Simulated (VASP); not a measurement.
# TaAs: single point with PBEsol

Crystal: TaAs.

```xyz
2
Lattice="0.0000 2.6032 2.6032 2.6032 0.0000 2.6032 2.6032 2.6032 0.0000" Properties=species:S:1:pos:R:3 pbc="T T T"
Ta    2.6032    2.6032    2.6032
As    0.0000    0.0000    0.0000
```

```
Program             : VASP 6.6.1
Task                : single point
Functional          : PBEsol
Potentials or basis : VASP PAW PBE potentials, release 64 (Ta_pv, As)
Cutoff              : 520 eV
k mesh              : 10 × 10 × 10
Occupations         : gaussian, width 0.05 eV
Spin                : no spin polarisation
```

The pressure is 0.4 GPa. The band gap on the k mesh is zero (band 8 reaches 8.28 eV, above the bottom of band 9 at 6.03 eV).

Levels at points of the mesh, in eV from the Fermi level:
```tsv
k point	band 5	band 6	band 7	band 8	band 9	band 10	band 11	band 12
(0.00, 0.00, 0.00)	-1.69	-1.69	-1.69	-0.91	-0.91	-0.40	-0.40	-0.40
(0.50, 0.00, 0.00)	-8.07	-4.81	-4.81	0.89	0.89	1.39	2.81	6.42
(0.50, 0.50, 0.00)	-5.61	-3.72	-2.48	-2.48	0.25	1.10	1.73	1.73
```

Wall time 18 s on 1 thread of Intel(R) Xeon(R) Platinum 8488C (Sapphire Rapids) (shared host), peak memory 0.17 GiB.

Caveat: the PAW data sets were made with another functional, which shifts forces and pressure a little; spin-orbit coupling is left out, which moves the levels of the heavy elements.
